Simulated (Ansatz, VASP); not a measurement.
**BaC2 in VASP and in Ansatz**

Contents of INCAR:

```
ALGO = Normal ; EDIFF = 1E-6
ENCUT = 520 ; ISIF = 2
ISMEAR = 0 ; LASPH = True
LCHARG = True ; LELF = True
LREAL = False ; LVHAR = True
LWAVE = False ; NBANDS = 16
NELM = 80 ; PREC = Accurate
SIGMA = 0.05
```

Contents of KPOINTS:

```
k-points
0
Gamma
  9 9 9
```

File POSCAR:

```
BaC2
1.0
    2.8210354875      1.6287255981      2.1423292097
   -2.8210354875      1.6287255981      2.1423292097
    0.0000000000     -3.2574511962      2.1423292097
Ba C
1 2
Direct
    0.0000000000      0.0000000000      0.0000000000
    0.5849370000      0.5849370000      0.5849370000
    0.4150630000      0.4150630000      0.4150630000
```

Input for Ansatz:

```yaml
crystal:
  lattice:
    - [2.8210354875, 1.6287255981, 2.1423292097]
    - [-2.8210354875, 1.6287255981, 2.1423292097]
    - [0.0, -3.2574511962, 2.1423292097]
  atoms:
    - { symbol: Ba, position: [0.0, 0.0, 0.0] }
    - { symbol: C, position: [0.584937, 0.584937, 0.584937] }
    - { symbol: C, position: [0.415063, 0.415063, 0.415063] }
basis:
  ecutwfc: 420
kpoints:
  mp_grid: { grid: [9, 9, 9] }
hamiltonian:
  xc: lda
scf:
  occupations: { method: gaussian, width: 0.05 }
output:
  forces: true
  stress: true
  eigenvalues: true
```

Alike in both runs: task single point; functional LDA; k mesh 9 × 9 × 9; occupations gaussian, width 0.05 eV; no spin polarisation.

|  | VASP | Ansatz |
| --- | --- | --- |
| version | VASP 6.6.1 | Ansatz 0.2.0 |
| potentials or method | VASP PAW LDA potentials, release 64 (Ba_sv, C), cutoff 520 eV | scalar-relativistic, plane waves, PAW |
| valence electrons in the cell | 18 | 18 |

|  | VASP | Ansatz | Ansatz less VASP |
| --- | --- | --- | --- |
| gap on the k mesh at the Fermi level (eV) | 0.92 | 1.07 | +0.148 |
| least direct gap on the mesh (eV) | 2.56 | 2.64 | +0.080 |
| pressure (GPa) | 23.4 | 21.7 | -1.65 |
| traceless stress, the component that is largest in VASP (GPa) | 59.35 | 56.89 | -2.461 |
| rms of the force components (eV/Å) | 9.651 | 9.497 | -0.1532 |

LDA's correlation is that of Perdew and Zunger in VASP and of Perdew and Wang (1992) in Ansatz. Atom by atom the forces differ by 0.153 eV/Å (rms over components).

Spin-orbit coupling is off throughout.
